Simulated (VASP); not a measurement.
Runs of VASP 6.6.1 on Re. The structure is that of space group Im-3m (No. 229), or close to it. The cells are those of the table. This isn't the form of Re at room conditions, which is hcp.

```csv
cell,gap on the mesh (eV),pressure (GPa)
"a = 2.672 Å, angles 109.5°, 1 atom",none,(b)
"a = 2.707 Å, angles 109.5°, 1 atom",none,-13.7
"a = 2.636 Å, angles 109.5°, 1 atom",none,17.8
"a = 2.560 Å, angles 109.5°, 1 atom",none,(a)
"a = 2.741 Å, angles 109.5°, 1 atom",none,-24.8
```

Alike in all rows: task single point; level PBEsol; potentials or basis VASP PAW PBE potentials, release 64 (Re); no spin polarisation; k mesh 16 × 16 × 16; cutoff (eV) 520; smearing fermi-dirac 0.1 eV.

Problem. Fill in the values left out.

Solution. (a) 67.0; (b) 0.3.

Caveats: the PAW data sets were made with another functional, which shifts forces and pressure a little; spin-orbit coupling is left out, which moves the levels of the heavy elements; the cell stands under tension (at least some runs); the cell stands under pressure (at least some runs).

A k mesh can miss the band edges, and the runs leave out spin-orbit coupling on Re.

A gap of «none» marks levels without a gap at the run's occupations.
